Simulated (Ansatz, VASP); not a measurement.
## Co in VASP and in Ansatz

```
CELL_PARAMETERS angstrom
0.00000 2.25365 2.25365
2.25365 0.00000 2.25365
2.25365 2.25365 0.00000
ATOMIC_POSITIONS crystal
Co 0.00000 0.00000 0.00000
Co 0.50000 0.50000 0.50000
```

Alike in both runs: task single point; functional BLYP; k mesh 13 × 13 × 13; occupations fermi-dirac, width 0.05 eV; collinear spin.

|  | VASP | Ansatz |
| --- | --- | --- |
| version | VASP 6.6.1 | Ansatz 0.2.0 |
| potentials or method | VASP PAW PBE potentials, release 64 (Co), cutoff 520 eV | plane waves (420 eV) with PAW, scalar-relativistic |
| valence electrons in the cell | 18 | 34 |

|  | VASP | Ansatz | Ansatz less VASP |
| --- | --- | --- | --- |
| pressure (GPa) | 25.2 | 26.1 | +0.84 |
| net moment per atom (μB) | 1.53 | 1.54 | +0.011 |
| size of the moment on the site where the two differ most (μB) | 1.53 | 1.55 | +0.018 |

VASP's potentials were made for PBE, not for BLYP. Site moments also hang on the region over which each program counts them. The functional is the same, so the differences come from potentials, cutoffs and numerics. VASP's potentials hold 18 valence electrons a cell and Ansatz's 34, so a difference there can come from the potentials and not from the codes.
